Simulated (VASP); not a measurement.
# Li4SbPt (P4/mmm) in VASP: notebook, part 2 of 2

VASP 6.6.1. The steps go on from the part before.

### 3 Relaxation of cell and atoms, PBE

This run uses another cell than the first one, of 16.50 Å³/atom, 1.002 times its volume.

File INCAR:

```
SYSTEM = Li4SbPt
PREC = Accurate ; ENCUT = 600
EDIFF = 1E-6 ; ISMEAR = 0
SIGMA = 0.1 ; LREAL = .FALSE.
LASPH = .TRUE. ; NELM = 100
ALGO = Normal ; ISIF = 3
LWAVE = .FALSE. ; LCHARG = .FALSE.
GGA = PE ; IBRION = 2
NSW = 100 ; EDIFFG = -0.01
```

File KPOINTS:

```
Automatic mesh
0
G
  12 12 6
  0 0 0
```

File POSCAR:

```
Li4SbPt
1.0
    3.4103307002      0.0000000000      0.0000000000
    0.0000000000      3.4103307002      0.0000000000
    0.0000000000      0.0000000000      8.5104159055
Li Sb Pt
4 1 1
Direct
    0.0000000000      0.0000000000      0.1875959343
    0.0000000000      0.0000000000      0.8124040657
    0.5000000000      0.5000000000      0.6395776466
    0.5000000000      0.5000000000      0.3604223534
    0.5000000000      0.5000000000      0.0000000000
    0.0000000000      0.0000000000      0.5000000000
```

Potentials or basis: VASP PAW PBE potentials, release 64 (Li_sv, Sb, Pt).

Run with:

```console
cat potpaw_PBE.64/Li_sv/POTCAR potpaw_PBE.64/Sb/POTCAR potpaw_PBE.64/Pt/POTCAR > POTCAR
mpirun -np 1 vasp_std > vasp.out
```

It took 2.7 min on 1 thread of Intel Xeon 6975P-C (Granite Rapids), shared host; peak memory 0.42 GiB.

The run converged. Its results:

```yaml
Free_energy: -20.4475 eV
Relaxed_volume: 16.39 Å³/atom
Relaxed_cell: a = 3.405 Å, b = 3.405 Å, c = 8.480 Å, α = 90.00°, β = 90.00°, γ = 90.00°
Space_group_after_relaxing_to_0.05_Å: P4/mmm (No. 123)
Energy_gained_by_relaxing: 0.1 meV/atom
Ionic_steps: 3
Pressure_after_relaxing: 0.1 GPa
Largest_force_after_relaxing: 0.006 eV/Å
```

Forces in eV/Å, atoms in the order of the input:
```
Li   0.000  0.000 -0.006
Li   0.000  0.000  0.006
Li   0.000  0.000 -0.001
Li   0.000  0.000  0.001
Sb   0.000  0.000  0.000
Pt   0.000  0.000  0.000
```

Stress tensor (GPa, compression positive):
```
 0.09  0.00  0.00
 0.00  0.09  0.00
 0.00  0.00 -0.01
```

The path:
| step | energy change (eV) | largest force (eV/Å) | pressure (GPa) | volume (Å³) |
| --- | --- | --- | --- | --- |
| 1 | 0.0000 | 0.0367 | -0.22 | 98.98 |
| 2 | -0.0005 | 0.0187 | -0.09 | 98.66 |
| 3 | -0.0006 | 0.0057 | 0.06 | 98.34 |

Final structure:
```
Li Sb Pt
1.0
     3.40548    0.00000    0.00000
     0.00000    3.40548    0.00000
     0.00000    0.00000    8.47968
Li Sb Pt
4 1 1
Direct
  0.00000 0.00000 0.18744
  0.00000 0.00000 0.81256
  0.50000 0.50000 0.63916
  0.50000 0.50000 0.36084
  0.50000 0.50000 0.00000
  0.00000 0.00000 0.50000
```

Levels at points of the mesh, in eV from the Fermi level:
| k point | band 11 | band 12 | band 13 | band 14 | band 15 | band 16 | band 17 |
| --- | --- | --- | --- | --- | --- | --- | --- |
| (0.00, 0.00, 0.00) | -1.77 | -1.25 | 0.56 | 1.52 | 1.52 | 2.35 | 5.70 |
| (0.50, 0.00, 0.00) | -1.98 | -1.59 | -0.45 | -0.14 | -0.01 | 2.96 | 3.42 |
| (0.50, 0.50, 0.00) | -2.28 | -0.53 | -0.50 | 0.59 | 0.59 | 1.42 | 1.57 |
| (0.00, 0.00, 0.50) | -1.77 | -1.33 | -1.25 | 1.57 | 1.57 | 5.32 | 5.32 |
| (0.50, 0.00, 0.50) | -2.07 | -1.59 | -0.17 | -0.01 | 0.48 | 2.88 | 2.97 |
| (0.50, 0.50, 0.50) | -2.28 | -0.53 | -0.50 | -0.04 | -0.04 | 1.43 | 1.56 |

Caveat: the cutoff is under 1.25 times the usual one of these potentials, so pressure, stress and relaxed cells hold a basis-set (Pulay) error; spin-orbit coupling is left out, which moves the levels of the heavy elements.

### 4 Single point, PBE

This run uses another cell than the first one, of 16.50 Å³/atom, 1.002 times its volume.

File INCAR:

```
SYSTEM = Li4SbPt
ALGO = Normal ; EDIFF = 1E-7
ENCUT = 520 ; GGA = PE
ISIF = 2 ; ISMEAR = 0
LASPH = .TRUE. ; LCHARG = .FALSE.
LREAL = .FALSE. ; LWAVE = .FALSE.
NBANDS = 22 ; NELM = 100
PREC = Accurate ; SIGMA = 0.1
```

File KPOINTS:

```
k-points
0
G
  6 6 2
  0 0 0
```

POSCAR is that of step 3.

Run with:

```console
cat potpaw_PBE.64/Li_sv/POTCAR potpaw_PBE.64/Sb/POTCAR potpaw_PBE.64/Pt/POTCAR > POTCAR
mpirun -np 1 vasp_std > vasp.out
```

Run time: 21 s. Hardware: 1 thread of Intel Xeon 6975P-C (Granite Rapids), shared host; peak memory 0.23 GiB.

The run converged. Its results:

```
Free energy   : -20.3347 eV
Largest force : 0.012 eV/Å
```

Forces in eV/Å, atoms in the order of the input:
```
Li   0.000  0.000  0.012
Li   0.000  0.000 -0.012
Li   0.000  0.000 -0.004
Li   0.000  0.000  0.004
Sb   0.000  0.000  0.000
Pt   0.000  0.000  0.000
```

Levels at points of the mesh, in eV from the Fermi level:
```
           k point  band 11  band 12  band 13  band 14  band 15  band 16
(0.00, 0.00, 0.00)    -1.69    -1.19     0.58     1.49     1.49     2.36
(0.50, 0.00, 0.00)    -1.95    -1.51    -0.41    -0.09     0.04     2.97
(0.50, 0.50, 0.00)    -2.19    -0.50    -0.48     0.64     0.64     1.42
(0.00, 0.00, 0.50)    -1.70    -1.27    -1.19     1.54     1.54     5.36
(0.50, 0.00, 0.50)    -2.01    -1.52    -0.12     0.02     0.54     2.88
(0.50, 0.50, 0.50)    -2.19    -0.50    -0.48     0.02     0.02     1.42
```

Caveat: the k points lie up to 0.37 Å⁻¹ apart; the cutoff is under 1.25 times the usual one of these potentials, so pressure, stress and relaxed cells hold a basis-set (Pulay) error; spin-orbit coupling is left out, which moves the levels of the heavy elements.

### 5 Relaxation of cell and atoms, PBE

This run uses another cell than the first one, of 15.02 Å³/atom, 0.913 times its volume.

File INCAR:

```
PREC     = Accurate       # precision mode
ENCUT    = 600            # plane-wave cutoff, eV
EDIFF    = 1E-6           # SCF threshold, eV
ISMEAR   = 0              # smearing method
SIGMA    = 0.1            # smearing width, eV
LREAL    = F              # projectors in reciprocal space
LASPH    = T              # aspherical terms in the spheres
NELM     = 100            # most SCF steps
ALGO     = Normal         # electronic algorithm
ISIF     = 3              # what is computed and relaxed
LWAVE    = F              # write WAVECAR
LCHARG   = F              # write CHGCAR
GGA      = PE             # functional
IBRION   = 2              # ionic algorithm
NSW      = 90             # ionic steps
EDIFFG   = -0.04          # ionic threshold
```

File KPOINTS:

```
regular mesh
0
Gamma
  6 6 2
```

File POSCAR:

```
Li4SbPt
1.0
    3.1087661200      0.0000000000      0.0000000000
    0.0000000000      3.1087661200      0.0000000000
    0.0000000000      0.0000000000      9.3262983500
Li Sb Pt
4 1 1
Direct
    0.0000000000      0.0000000000      0.1666666700
    0.0000000000      0.0000000000      0.8333333300
    0.5000000000      0.5000000000      0.6666666700
    0.5000000000      0.5000000000      0.3333333300
    0.5000000000      0.5000000000      0.0000000000
    0.0000000000      0.0000000000      0.5000000000
```

Run with:

```console
cat potpaw_PBE.64/Li_sv/POTCAR potpaw_PBE.64/Sb/POTCAR potpaw_PBE.64/Pt/POTCAR > POTCAR
mpirun -np 1 vasp_std > vasp.out
```

It took 2.3 min on 1 thread of Intel Xeon 6975P-C (Granite Rapids), shared host; peak memory 0.28 GiB.

It converged, with:

- Free energy: -20.3282 eV
- Relaxed volume: 16.39 Å³/atom
- Relaxed cell: a = 3.406 Å, b = 3.406 Å, c = 8.477 Å, α = 90.00°, β = 90.00°, γ = 90.00°
- Space group after relaxing (to 0.05 Å): P4/mmm (No. 123)
- Energy gained by relaxing: 102.0 meV/atom
- Ionic steps: 10
- Pressure after relaxing: 0.1 GPa
- Largest force after relaxing: 0.033 eV/Å

Forces on the atoms (eV/Å):
```
Li   0.000  0.000 -0.005
Li   0.000  0.000  0.005
Li   0.000  0.000  0.033
Li   0.000  0.000 -0.033
Sb   0.000  0.000  0.000
Pt   0.000  0.000  0.000
```

Step by step:
| step | energy change (eV) | largest force (eV/Å) | pressure (GPa) | volume (Å³) |
| --- | --- | --- | --- | --- |
| 1 | 0.0000 | 0.8336 | 3.78 | 90.13 |
| 2 | -0.1951 | 0.6933 | 0.95 | 94.81 |
| 3 | -0.3251 | 0.6345 | -2.37 | 103.70 |
| 4 | -0.4919 | 0.4165 | -1.28 | 101.42 |
| 5 | -0.5901 | 0.2601 | 0.30 | 98.35 |
| 6 | -0.6015 | 0.1793 | 0.07 | 98.79 |
| 7 | -0.6087 | 0.0864 | -0.30 | 99.61 |
| 8 | -0.6088 | 0.0860 | -0.26 | 99.52 |
| 9 | -0.6115 | 0.0490 | 0.01 | 98.70 |
| 10 | -0.6117 | 0.0331 | 0.12 | 98.33 |

Final structure:
```
Li Sb Pt
1.0
     3.40587    0.00000    0.00000
     0.00000    3.40587    0.00000
     0.00000    0.00000    8.47654
Li Sb Pt
4 1 1
Direct
  0.00000 0.00000 0.18835
  0.00000 0.00000 0.81165
  0.50000 0.50000 0.63905
  0.50000 0.50000 0.36095
  0.50000 0.50000 0.00000
  0.00000 0.00000 0.50000
```

Levels at points of the mesh, in eV from the Fermi level:
```csv
k point,band 11,band 12,band 13,band 14,band 15,band 16
"(0.00, 0.00, 0.00)",-1.71,-1.20,0.61,1.51,1.51,2.41
"(0.50, 0.00, 0.00)",-1.95,-1.53,-0.41,-0.09,0.05,3.00
"(0.50, 0.50, 0.00)",-2.21,-0.49,-0.49,0.62,0.62,1.43
"(0.00, 0.00, 0.50)",-1.71,-1.26,-1.20,1.57,1.57,5.49
"(0.50, 0.00, 0.50)",-2.03,-1.53,-0.13,0.02,0.55,2.92
"(0.50, 0.50, 0.50)",-2.21,-0.49,-0.49,0.00,0.00,1.43
```

Caveat: the cutoff is under 1.25 times the usual one of these potentials, so pressure, stress and relaxed cells hold a basis-set (Pulay) error; spin-orbit coupling is left out, which moves the levels of the heavy elements.

### 6 The runs side by side

| task | cell | k mesh | cutoff (eV) | gap on the mesh (eV) | pressure (GPa) | relaxed volume (Å³/atom) | largest force (eV/Å) |
| --- | --- | --- | --- | --- | --- | --- | --- |
| single point | a = 3.413, b = 3.413, c = 8.478 Å, 6 atoms | 12 × 12 × 6 | 520 | none | - | - | 0.01 |
| relaxation of cell and atoms | relaxed from a = 3.410, b = 3.410, c = 8.510 Å, 6 atoms | 12 × 12 × 6 | 600 | none | 0.1 | 16.39 | 0.01 |
| single point | a = 3.410, b = 3.410, c = 8.510 Å, 6 atoms | 6 × 6 × 2 | 520 | none | - | - | 0.01 |
| relaxation of cell and atoms | relaxed from a = 3.109, b = 3.109, c = 9.326 Å, 6 atoms | 6 × 6 × 2 | 600 | none | 0.1 | 16.39 | 0.03 |

Alike in all rows: level PBE; potentials or basis VASP PAW PBE potentials, release 64 (Li_sv, Sb, Pt); no spin polarisation; smearing gaussian 0.1 eV.

Caveats: some runs use coarse meshes; the cutoff is under 1.25 times the usual one of these potentials, so pressure, stress and relaxed cells hold a basis-set (Pulay) error; spin-orbit coupling is left out, which moves the levels of the heavy elements.

Absolute energies hang on the potentials; compare differences alone.
